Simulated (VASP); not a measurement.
Crystal: Ca.

```
Ca
1.0
    -2.24000    2.24000    2.24000
     2.24000   -2.24000    2.24000
     2.24000    2.24000   -2.24000
Ca
1
Direct
  0.00000 0.00000 0.00000
```

This isn't the form of Ca at room conditions, which is fcc.

| Quantity | Value |
| --- | --- |
| Program | VASP 6.6.1 |
| Task | relaxation of cell and atoms |
| Functional | PBE |
| Dispersion | D3(BJ) |
| Potentials or basis | VASP PAW PBE potentials, release 64 (Ca_sv) |
| Cutoff | 600 eV |
| k mesh | 8 × 8 × 8 |
| Occupations | fermi-dirac, width 0.05 eV |
| Spin | no spin polarisation |

At the start: pressure -1.7 GPa; volume 44.96 Å³/atom.

How do energy, volume and symmetry change on relaxing?

Over 4 steps the energy falls by 27.6 meV/atom and the volume is 40.05 Å³/atom (-10.9 %); space group Im-3m (No. 229, to 0.1 Å) before and after.

Step by step:
```
step  energy change (eV)  largest force (eV/Å)  pressure (GPa)  volume (Å³)
   1              0.0000                0.0000           -1.70        44.96
   2             -0.0232                0.0000           -0.73        41.93
   3             -0.0276                0.0000           -0.05        40.17
   4             -0.0276                0.0000            0.00        40.05
```

Final structure:
```cif
data_structure
_symmetry_space_group_name_H-M 'P 1'
_symmetry_Int_Tables_number 1
_cell_length_a 3.7332
_cell_length_b 3.7332
_cell_length_c 3.7332
_cell_angle_alpha 109.471
_cell_angle_beta 109.471
_cell_angle_gamma 109.471
_cell_volume 40.05
loop_
_atom_site_label
_atom_site_type_symbol
_atom_site_fract_x
_atom_site_fract_y
_atom_site_fract_z
_atom_site_occupancy
Ca1 Ca 0.00000 0.00000 0.00000 1
```
